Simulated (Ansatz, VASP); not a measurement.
CoO: VASP beside Ansatz

File INCAR:

```
ALGO     = Normal         # electronic algorithm
EDIFF    = 1E-7           # SCF threshold, eV
ENCUT    = 520            # plane-wave cutoff, eV
GGA      = PE             # functional
ISIF     = 2              # what is computed and relaxed
ISMEAR   = -1             # smearing method
ISPIN    = 2              # spin polarisation
LASPH    = True           # aspherical terms in the spheres
LCHARG   = True           # write CHGCAR
LELF     = True           # ELF
LMAXMIX  = 4              # l up to which the mixer works
LORBIT   = 11             # projections on sites
LREAL    = False          # projectors in reciprocal space
LVHAR    = True         
LWAVE    = False          # write WAVECAR
MAGMOM   = 2 0            # initial moments
NBANDS   = 18             # bands
NELM     = 150            # most SCF steps
NUPDOWN  = 2.0            # fixed moment
PREC     = Accurate       # precision mode
SIGMA    = 0.05           # smearing width, eV
```

Contents of KPOINTS:

```
k-points
0
Gamma
  9 9 9
```

The input POSCAR:

```
CoO
1.0
    0.0000000000      2.1315000000      2.1315000000
    2.1315000000      0.0000000000      2.1315000000
    2.1315000000      2.1315000000      0.0000000000
Co O
1 1
Direct
    0.0000000000      0.0000000000      0.0000000000
    0.5000000000      0.5000000000      0.5000000000
```

File input.yaml:

```yaml
crystal:
  lattice:
    - [0.0, 2.1315, 2.1315]
    - [2.1315, 0.0, 2.1315]
    - [2.1315, 2.1315, 0.0]
  atoms:
    - { symbol: Co, position: [0.0, 0.0, 0.0], spin: 2.0 }
    - { symbol: O, position: [0.5, 0.5, 0.5] }
hamiltonian:
  xc: pbe
  pseudopotentials: { kind: paw }
magnetization:
  spin_polarized: true
  initial_magnetization: 2.0
  spin_locking: { lock_magnetization: hard }
kpoints:
  mp_grid: { grid: [9, 9, 9] }
scf:
  occupations: { method: fermi_dirac, width: 0.05 }
  lower_state_search: "off"
output:
  forces: true
  stress: true
  eigenvalues: true
  write_density: true
  write_potential: true
  elf: true
  volumetric_format: npy
```

Alike in both runs: task single point; functional PBE; k mesh 9 × 9 × 9; occupations fermi-dirac, width 0.05 eV; collinear spin; fixed moment 2 μB.

|  | VASP | Ansatz |
| --- | --- | --- |
| version | VASP 6.6.1 | Ansatz 0.2.0 |
| potentials or method | VASP PAW PBE potentials, release 64 (Co, O) | Ansatz PAW |
| plane-wave cutoff (eV) | 520 | 420 |
| valence electrons in the cell | 15 | 23 |

|  | VASP | Ansatz | Ansatz less VASP |
| --- | --- | --- | --- |
| pressure (GPa) | -9.5 | -9.3 | +0.22 |
| net moment per atom (μB) | 1.00 | 1.00 | 0.000 |
| size of the moment on the site where the two differ most (μB) | 1.90 | 1.82 | -0.076 |

Site moments also hang on the region over which each program counts them. The functional is the same, so the differences come from potentials, cutoffs and numerics. VASP's potentials hold 15 valence electrons a cell and Ansatz's 23, so a difference there can come from the potentials and not from the codes.
